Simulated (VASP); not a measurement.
A run of VASP 6.6.1:

INCAR

```
PREC     = Accurate       # precision mode
ENCUT    = 600            # plane-wave cutoff, eV
EDIFF    = 1E-7           # SCF threshold, eV
ISMEAR   = -1             # smearing method
SIGMA    = 0.1            # smearing width, eV
LREAL    = F              # projectors in reciprocal space
LASPH    = T              # aspherical terms in the spheres
NELM     = 100            # most SCF steps
ALGO     = Normal         # electronic algorithm
ISIF     = 3              # what is computed and relaxed
LWAVE    = F              # write WAVECAR
LCHARG   = F              # write CHGCAR
GGA      = RP             # functional
IBRION   = 2              # ionic algorithm
NSW      = 80             # ionic steps
EDIFFG   = -0.01          # ionic threshold
```

The input KPOINTS:

```
regular mesh
0
Gamma
  10 10 10
```

POSCAR

```
Ru
1.0
    0.0000000000      2.6351714020      2.6351714020
    2.6351714020      0.0000000000      2.6351714020
    2.6351714020      2.6351714020      0.0000000000
Ru
2
Direct
    0.1250000000      0.1250000000      0.1250000000
    0.8750000000      0.8750000000      0.8750000000
```

Potentials or basis: VASP PAW PBE potentials, release 64 (Ru_pv).

The run is started by

```sh
$ cat potpaw_PBE.64/Ru_pv/POTCAR > POTCAR
$ mpirun -np 1 vasp_std > vasp.out
```

Hardware: 1 thread of Intel(R) Xeon(R) Platinum 8259CL CPU @ 2.50GHz (Skylake/Cascade Lake), on a shared host.

**Question.** How long does it take, and how much memory?

**Answer.** Run time: 2.4 min on 1 thread of Intel(R) Xeon(R) Platinum 8259CL CPU @ 2.50GHz (Skylake/Cascade Lake), with other jobs on the host, peak memory 0.19 GiB. Counts: scf iterations 53, k points 47, ion steps 5.
